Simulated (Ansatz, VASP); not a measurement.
## Al in VASP and in Ansatz

INCAR

```
SYSTEM = Al
  PREC = Accurate
  ENCUT = 600
  EDIFF = 1E-7
  ISMEAR = 0
  SIGMA = 0.1
  LREAL = .False.
  LASPH = .True.
  NELM = 60
  ALGO = Fast
  ISIF = 3
  LWAVE = .False.
  LCHARG = .False.
  GGA = PE
  IBRION = 2
  NSW = 100
  EDIFFG = -0.01
```

Contents of KPOINTS:

```
Automatic mesh
0
Gamma
  26 26 26
  0 0 0
```

The input POSCAR:

```
Al
1.0
   -1.4038047271      1.4561999687      2.0186484409
    1.4038047271     -1.4561999687      2.0186484409
    1.4038047271      1.4561999687     -2.0186484409
Al
1
Direct
    0.0000000000      0.0000000000      0.0000000000
```

Input for Ansatz:

```yaml
crystal:
  lattice:
    - [-1.4038047271, 1.4561999687, 2.0186484409]
    - [1.4038047271, -1.4561999687, 2.0186484409]
    - [1.4038047271, 1.4561999687, -2.0186484409]
  atoms:
    - { symbol: Al, position: [0.0, 0.0, 0.0] }
basis:
  ecutwfc: 420
kpoints:
  mp_grid: { grid: [26, 26, 26] }
hamiltonian:
  xc: pbe
scf:
  occupations: { method: gaussian, width: 0.1 }
output:
  forces: true
  stress: true
  eigenvalues: true
relax:
  adjacent_minimum: "off"
  f_tol: 0.01
  max_steps: 80
  cell: { stress_tol: 0.05 }
```

Change from the starting cell: the structure that the rattled cell fell into.

Alike in both runs: task relaxation of cell and atoms; functional PBE; k mesh 26 × 26 × 26; occupations gaussian, width 0.1 eV; no spin polarisation.

|  | VASP | Ansatz |
| --- | --- | --- |
| version | VASP 6.6.1 | Ansatz 0.2.0 |
| potentials or method | VASP PAW PBE potentials, release 64 (Al), cutoff 600 eV | scalar-relativistic, plane waves, PAW |
| valence electrons in the cell | 3 | 3 |

Ansatz gave:

* gap on the k mesh at the Fermi level, each at its own relaxed structure (eV): none
* relaxed volume (Å³/atom): 16.49
* relaxed length of the cell vector where the two differ most in proportion (Å): 2.858

Q: What did VASP give for the same quantities?

A: gap on the k mesh at the Fermi level, each at its own relaxed structure (eV): none; relaxed volume (Å³/atom): 16.49; relaxed length of the cell vector where the two differ most in proportion (Å): 2.856.

A gap of «none» marks a metal or a gap that the smearing closes.
